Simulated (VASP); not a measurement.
# SbTe2I (P6/mmm) in VASP: relaxation of cell and atoms with PBE

Aim: the relaxation of cell and atoms of SbTe2I with PBE.

All numbers are computed with VASP 6.6.1; they aren't measurements. Logs are shortened: lines on timing, memory, paths and dates and some standing lists are left out, and cuts for length are marked.

## 1. The cell of the first run

Symmetry: P6/mmm, No. 191, hexagonal system. Conventional cell: a = 5.562 Å, b = 5.562 Å, c = 6.157 Å, α = 90.00°, β = 90.00°, γ = 120.00°. Sb (site symmetry 6/mmm) has 2 I at 3.08 Å and 6 Te at 3.21 Å within 4.1 Å. Te (site symmetry -6m2) has 3 Te at 3.21 Å and 3 Sb at 3.21 Å within 4.2 Å. I (site symmetry 6/mmm) has 2 Sb at 3.08 Å within 4.1 Å.

## 2. Relaxation of cell and atoms, PBE

INCAR reads:

```
PREC     = Accurate       # precision mode
ENCUT    = 600            # plane-wave cutoff, eV
EDIFF    = 1E-7           # SCF threshold, eV
ISMEAR   = 0              # smearing method
SIGMA    = 0.1            # smearing width, eV
LREAL    = F              # projectors in reciprocal space
LASPH    = T              # aspherical terms in the spheres
NELM     = 100            # most SCF steps
ALGO     = Normal         # electronic algorithm
ISIF     = 3              # what is computed and relaxed
LWAVE    = F              # write WAVECAR
LCHARG   = F              # write CHGCAR
GGA      = PE             # functional
IBRION   = 2              # ionic algorithm
NSW      = 100            # ionic steps
EDIFFG   = -0.01          # ionic threshold
```

KPOINTS reads:

```
regular mesh
0
Gamma
  12 12 8
```

POSCAR reads:

```
SbTe2I
1.0
    5.5615488995      0.0000000000      0.0000000000
   -2.7807744498      4.8164426314      0.0000000000
    0.0000000000      0.0000000000      6.1572659916
Sb Te I
1 2 1
Direct
    0.0000000000      0.0000000000      0.0000000000
    0.3333333333      0.6666666667      0.0000000000
    0.6666666667      0.3333333333      0.0000000000
    0.0000000000      0.0000000000      0.5000000000
```

Potentials or basis: VASP PAW PBE potentials, release 64 (Sb, Te, I).

Command:

```console
> cat potpaw_PBE.64/Sb/POTCAR potpaw_PBE.64/Te/POTCAR potpaw_PBE.64/I/POTCAR > POTCAR
> mpirun -np 1 vasp_std > vasp.out
```

OUTCAR:

```text
PREC = Accurate
   ENCUT = 600
   EDIFF = 1E-7
   ISMEAR = 0
   LREAL = F
   LASPH = T
   NELM = 100
   ISIF = 3
   GGA = PE
   IBRION = 2
   NSW = 100
   EDIFFG = -0.01

 ion  position               nearest neighbor table
   1  0.000  0.000  0.000-   4 3.08   4 3.08   2 3.21   3 3.21   3 3.21   2 3.21   3 3.21   2 3.21

   2  0.333  0.667  0.000-   3 3.21   1 3.21   3 3.21   1 3.21   1 3.21   3 3.21
   3  0.667  0.333  0.000-   2 3.21   1 3.21   2 3.21   1 3.21   1 3.21   2 3.21
   4  0.000  0.000  0.500-   1 3.08   1 3.08

  LATTYP: Found a hexagonal cell.
 ALAT       =     5.5615488995
 C/A-ratio  =     1.1071135223

  Lattice vectors:

 A1 = (   5.5615488995,   0.0000000000,   0.0000000000)
 A2 = (  -2.7807744498,   4.8164426314,   0.0000000000)
 A3 = (   0.0000000000,   0.0000000000,   6.1572659916)

Analysis of symmetry for initial positions (statically):
=====================================================================
 Subroutine PRICEL returns:
 Original cell was already a primitive cell.

 Routine SETGRP: Setting up the symmetry group for a
 hexagonal supercell.

 Subroutine GETGRP returns: Found 24 space group operations
 (whereof 24 operations were pure point group operations)
 out of a pool of 24 trial point group operations.

The static configuration has the point symmetry D_6h.

Analysis of symmetry for dynamics (positions and initial velocities):
=====================================================================
 Subroutine PRICEL returns:
 Original cell was already a primitive cell.

 Routine SETGRP: Setting up the symmetry group for a
 hexagonal supercell.

 Subroutine GETGRP returns: Found 24 space group operations
 (whereof 24 operations were pure point group operations)
 out of a pool of 24 trial point group operations.

The dynamic configuration has the point symmetry D_6h.

 Subroutine INISYM returns: Found 24 space group operations
 (whereof 24 operations are pure point group operations),
 and found     1 'primitive' translations

----------------------------------------------------------------------------------------

                                     Primitive cell

  volume of cell :     164.9340

  direct lattice vectors                    reciprocal lattice vectors
     5.561548899  0.000000000  0.000000000     0.179806025  0.103811057  0.000000000
    -2.780774450  4.816442631  0.000000000     0.000000000  0.207622114  0.000000000
     0.000000000  0.000000000  6.157265992     0.000000000  0.000000000  0.162409745

  length of vectors
     5.561548899  5.561548900  6.157265992     0.207622114  0.207622114  0.162409745

  position of ions in fractional coordinates (direct lattice)
     0.000000000  0.000000000  0.000000000
     0.333333333  0.666666667  0.000000000
     0.666666667  0.333333333  0.000000000
     0.000000000  0.000000000  0.500000000

  ion indices of the primitive-cell ions
   primitive index   ion index
                 1           1
                 2           2
                 3           3
                 4           4

----------------------------------------------------------------------------------------

 KPOINTS: regular mesh

Automatic generation of k-mesh.
 Grid dimensions read from file:
 generate k-points for:   12   12    8

 Generating k-lattice:

  Cartesian coordinates                     Fractional coordinates (reciprocal lattice)
     0.014983835  0.008650921  0.000000000     0.083333333  0.000000000  0.000000000
     0.000000000  0.017301843  0.000000000     0.000000000  0.083333333  0.000000000
     0.000000000  0.000000000  0.020301218     0.000000000  0.000000000  0.125000000

  Length of vectors
     0.017301843  0.017301843  0.020301218

  Shift w.r.t. Gamma in fractional coordinates (k-lattice)
     0.000000000  0.000000000  0.000000000

 Subroutine IBZKPT returns following result:
 ===========================================

 Found     95 irreducible k-points:

 Following reciprocal coordinates:
            Coordinates               Weight
  0.000000  0.000000  0.000000      1.000000
  0.083333  0.000000  0.000000      6.000000
  0.166667  0.000000  0.000000      6.000000
  0.250000 -0.000000  0.000000      6.000000
  0.333333 -0.000000  0.000000      6.000000
  0.416667  0.000000  0.000000      6.000000
[... 16 lines left out ...]
  0.250000 -0.000000  0.125000     12.000000
  0.333333 -0.000000  0.125000     12.000000
 [... further k-points ...]
   k-points           NKPTS =     95   k-points in BZ     NKDIM =     95   number of bands    NBANDS=     16
   number of dos      NEDOS =    301   number of ions     NIONS =      4
   total plane-waves  NPLWV = 115200
   dimension x,y,z NGX =    48 NGY =   48 NGZ =   50
   dimension x,y,z NGXF=    96 NGYF=   96 NGZF=  100
   ions per type =               1   2   1
   NGX,Y,Z   is equivalent  to a cutoff of  14.35, 14.35, 13.50 a.u.
   NGXF,Y,Z  is equivalent  to a cutoff of  28.70, 28.70, 27.00 a.u.
 SYSTEM =  unknown system
   PREC   = accura    normal or accurate (medium, high low for compatibility)
   ISTART =      0    job   : 0-new  1-cont  2-samecut
   ICHARG =      2    charge: 1-file 2-atom 10-const
   ISPIN  =      1    spin polarized calculation?
   LNONCOLLINEAR =      F non collinear calculations
   LSORBIT =      F    spin-orbit coupling
   LASPH  =      T    aspherical Exc in radial PAW
   ENCUT  =  600.0 eV  44.10 Ry    6.64 a.u.  11.11 11.11 12.30*2*pi/ulx,y,z
   NELM   =    100;   NELMIN=  2; NELMDL= -5     # of ELM steps
   EDIFF  = 0.1E-06   stopping-criterion for ELM
   LREAL  =      F    real-space projection
   EDIFFG = -.1E-01   stopping-criterion for IOM
   NSW    =    100    number of steps for IOM
   IBRION =      2    ionic relax: 0-MD 1-quasi-New 2-CG
   NFREE  =      1    steps in history (QN), initial steepest desc. (CG)
   ISIF   =      3    stress and relaxation
   ISYM   =      2    0-nonsym 1-usesym 2-fastsym
   POTIM  = 0.5000    time-step for ionic-motion
   TEBEG  =    0.0;   TEEND  =   0.0 temperature during run
   PSTRESS=    0.0 pullay stress
   NELECT =      24.0000    total number of electrons
   NUPDOWN=      -1.0000    fix difference up-down
   EMIN   =  10.00;   EMAX   =-10.00  energy-range for DOS
   EFERMI =   0.00;   METHOD = LEGACY
   ISMEAR =     0;   SIGMA  =   0.10  broadening in eV -4-tet -1-fermi 0-gaus
   EFERMI_NEDOS =   21; number of points for ismear=-14 and -15
   IALGO  =     38    algorithm
   IMIX   =      4    mixing-type and parameters
     AMIX     =   0.40;   BMIX     =  1.00
     AMIX_MAG =   1.60;   BMIX_MAG =  1.00
  volume/ion in A,a.u.               =      41.23       278.26
  Fermi-wavevector in a.u.,A,eV,Ry     =   0.861077  1.627199 10.088084  0.741453
  Thomas-Fermi vector in A             =   1.978677
   LORBIT       =      0    0 simple, 1 ext, 2 COOP (PROOUT), +10 PAW based schemes
   GGA     = PE    functional components
   LHFCALC =     F    Hartree Fock is set to
   AEXX    =    0.0000 exact exchange contribution
   IVDW    =     0    specifies the selected vdW correction
   LEPSILON=     F    determine dielectric tensor
   LRPA    =     F    only Hartree local field effects (RPA)
 conjugate gradient relaxation of ions
 non-spin polarized calculation
 Gauss-broadening in eV      SIGMA  =   0.10
  energy-cutoff  :      600.00
  volume of cell :      164.93
 maximum number of plane-waves:      5541
 NGX is ok and might be reduce to    48
   NGX = 23   NGY = 23   NGZ = 25

--------------------------------------- Ionic step        1  -------------------------------------------

 number of electron      23.9999999 magnetization

 Free energy of the ion-electron system (eV)
  ---------------------------------------------------
  ext. energy  EPLUGINS =         0.00000000
  ---------------------------------------------------
  free energy    TOTEN  =       -11.32183843 eV

  energy without entropy =      -11.30617415  energy(sigma->0) =      -11.31400629

------------------------ aborting loop because EDIFF is reached ----------------------------------------

  FORCE on cell =-STRESS in cart. coord.  units (eV):
  Direction    XX          YY          ZZ          XY          YZ          ZX
  --------------------------------------------------------------------------------------
  -------------------------------------------------------------------------------------
  Total       -0.5716195     -0.5716195     -0.7186750      0.0000000     -0.0000000      0.0000000
  in kB       -5.5527426     -5.5527427     -6.9812473      0.0000000     -0.0000000      0.0000000
  external PRESSURE =      -6.0289109 kB  Pullay stress =       0.0000000 kB

 VOLUME and BASIS-vectors are now :
 -----------------------------------------------------------------------------
  energy-cutoff  :      600.00
  volume of cell :      164.93
      direct lattice vectors                 reciprocal lattice vectors
     5.561548899  0.000000000  0.000000000     0.179806025  0.103811057  0.000000000
    -2.780774450  4.816442631  0.000000000     0.000000000  0.207622114  0.000000000
     0.000000000  0.000000000  6.157265992     0.000000000  0.000000000  0.162409745
[... 77 lines left out ...]
 POSITION                                       TOTAL-FORCE (eV/Angst)
 -----------------------------------------------------------------------------------
      0.00000      0.00000      0.00000        -0.000000     -0.000000      0.000000
     -0.00000      3.19154      0.00000         0.000000      0.000000      0.000000
      2.76395      1.59577      0.00000        -0.000000     -0.000000     -0.000000
      0.00000     -0.00000      3.05522        -0.000000     -0.000000      0.000000
 -----------------------------------------------------------------------------------
    total drift:                               -0.000000      0.000000      0.000000

  FREE ENERGIE OF THE ION-ELECTRON SYSTEM (eV)
  ---------------------------------------------------
  free  energy   TOTEN  =       -11.3281324770 eV

  energy  without entropy=      -11.3133180704  energy(sigma->0) =      -11.32072527

--------------------------------------- Ionic step        4  -------------------------------------------

 number of electron      24.0000001 magnetization

 Free energy of the ion-electron system (eV)
  ---------------------------------------------------
  ext. energy  EPLUGINS =         0.00000000
  ---------------------------------------------------
  free energy    TOTEN  =       -11.32845524 eV

  energy without entropy =      -11.31359724  energy(sigma->0) =      -11.32102624

 E-fermi :   3.4551     XC(G=0):  -8.0730

 val. band max:        3.4504484151   @ k =   0.1667   0.0833   0.2500
 cond. band min:       3.4726384781   @ k =   0.1667   0.0833   0.1250
 fundamental gap:      0.0221900630
 Fermi energy:         3.4550890592

 k-point     1 :       0.0000    0.0000    0.0000
  band No.  band energies     occupation
      1      -9.4907      2.00000
      2      -8.1769      2.00000
      3      -5.6176      2.00000
      4      -4.0752      2.00000
      5      -1.3384      2.00000
      6      -0.2010      2.00000
[... 8 lines left out ...]
     15       7.8179      0.00000
     16       8.4442      0.00000
[... 419 lines left out ...]
 k-point    24 :       0.3333   -0.0000    0.1250
  band No.  band energies     occupation
      1      -8.9819      2.00000
      2      -8.1299      2.00000
      3      -6.6346      2.00000
      4      -5.0362      2.00000
      5      -1.6098      2.00000
      6      -0.8200      2.00000
[... 8 lines left out ...]
     15       6.5462      0.00000
     16       6.9549      0.00000

 [... further k-points ...]
[... 5 lines left out ...]
  --------------------------------------------------------------------------------------
  -------------------------------------------------------------------------------------
  Total        0.0157983      0.0157983     -0.0179422     -0.0000000     -0.0000000     -0.0000000
  in kB        0.1565948      0.1565948     -0.1778456     -0.0000000     -0.0000000     -0.0000000
  external PRESSURE =       0.0451146 kB  Pullay stress =       0.0000000 kB

 VOLUME and BASIS-vectors are now :
 -----------------------------------------------------------------------------
  energy-cutoff  :      600.00
  volume of cell :      161.64
      direct lattice vectors                 reciprocal lattice vectors
     5.533109625  0.000000000  0.000000000     0.180730198  0.104344629  0.000000000
    -2.766554813  4.791813497  0.000000000    -0.000000000  0.208689257  0.000000000
    -0.000000000 -0.000000000  6.096399405    -0.000000000 -0.000000000  0.164031248

 POSITION                                       TOTAL-FORCE (eV/Angst)
 -----------------------------------------------------------------------------------
     -2.76655      4.79181      0.00000         0.000000      0.000000      0.000000
     -0.00000      3.19454      0.00000        -0.000000     -0.000000     -0.000000
      2.76655      1.59727      6.09640         0.000000      0.000000     -0.000000
     -2.76655      4.79181      3.04820         0.000000      0.000000      0.000000
 -----------------------------------------------------------------------------------
    total drift:                                0.000000     -0.000000      0.000000

  FREE ENERGIE OF THE ION-ELECTRON SYSTEM (eV)
  ---------------------------------------------------
  free  energy   TOTEN  =       -11.3284552397 eV

  energy  without entropy=      -11.3135972393  energy(sigma->0) =      -11.32102624

 reached required accuracy - stopping structural energy minimisation
```

Wall time 11 min (1 thread of Intel Xeon Platinum 8259CL at 2.50GHz (Skylake/Cascade Lake), shared host); peak memory 0.63 GiB.

Results:

* Free energy: -11.3285 eV
* Relaxed volume: 40.41 Å³/atom
* Relaxed cell: a = 5.533 Å, b = 5.533 Å, c = 6.096 Å, α = 90.00°, β = 90.00°, γ = 120.00°
* Space group after relaxing (to 0.05 Å): P6/mmm (No. 191)
* Energy gained by relaxing: 1.7 meV/atom
* Ionic steps: 4
* Pressure after relaxing: 0.0 GPa
* Band gap on the k mesh: zero (band 12 reaches 3.67 eV, above the bottom of band 13 at 3.07 eV)

Step by step:
| step | energy change (eV) | largest force (eV/Å) | pressure (GPa) | volume (Å³) |
| --- | --- | --- | --- | --- |
| 1 | 0.0000 | 0.0000 | -0.60 | 164.93 |
| 2 | -0.0062 | 0.0000 | 0.11 | 161.26 |
| 3 | -0.0063 | 0.0000 | 0.02 | 161.71 |
| 4 | -0.0066 | 0.0000 | 0.00 | 161.64 |

Final structure:
```
Sb Te I
1.0
     5.53311    0.00000    0.00000
    -2.76655    4.79181    0.00000
     0.00000    0.00000    6.09640
Sb Te I
1 2 1
Direct
  0.00000 0.00000 0.00000
  0.33333 0.66667 0.00000
  0.66667 0.33333 0.00000
  0.00000 0.00000 0.50000
```

Caveat: spin-orbit coupling is left out, which moves the levels of the heavy elements.
